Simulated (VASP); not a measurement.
Here is a VASP 6.6.1 calculation.

The input POSCAR:

```
Sb
1.0
    3.2219765189      0.0000000000      0.0000000000
    0.0000000000      3.2219765189      0.0000000000
    0.0000000000      0.0000000000      3.2219765189
Sb
1
Direct
    0.0000000000      0.0000000000      0.0000000000
```

File INCAR.step1:

```
SYSTEM = Sb
PREC = Accurate ; ENCUT = 520
ISMEAR = -1 ; SIGMA = 0.05
LREAL = .False. ; LASPH = .True.
NELM = 60 ; NBANDS = 8
GGA = PE ; ALGO = Normal
EDIFF = 1E-4 ; LWAVE = .True.
LCHARG = .False.
```

INCAR.step2

```
SYSTEM = Sb
PREC = Accurate ; ENCUT = 520
EDIFF = 1E-6 ; ISMEAR = -1
SIGMA = 0.05 ; LREAL = .False.
LASPH = .True. ; NELM = 60
ALGO = Normal ; ISIF = 2
LWAVE = .False. ; LCHARG = .False.
METAGGA = R2SCAN ; LMIXTAU = .True.
NBANDS = 8 ; ISTART = 1
```

KPOINTS

```
Automatic mesh
0
Gamma
  8 8 8
  0 0 0
```

Potentials or basis: VASP PAW PBE potentials, release 64 (Sb).

Command:

```sh
$ cat potpaw_PBE.64/Sb/POTCAR > POTCAR
$ cp INCAR.step1 INCAR
$ mpirun -np 1 vasp_std > vasp.out
$ cp INCAR.step2 INCAR
$ mpirun -np 1 vasp_std > vasp.out
```

(1) What does it give for the pressure?

## Answers

(1) -5.7 GPa.

Caveat: the PAW data sets were made with another functional, which shifts forces and pressure a little.
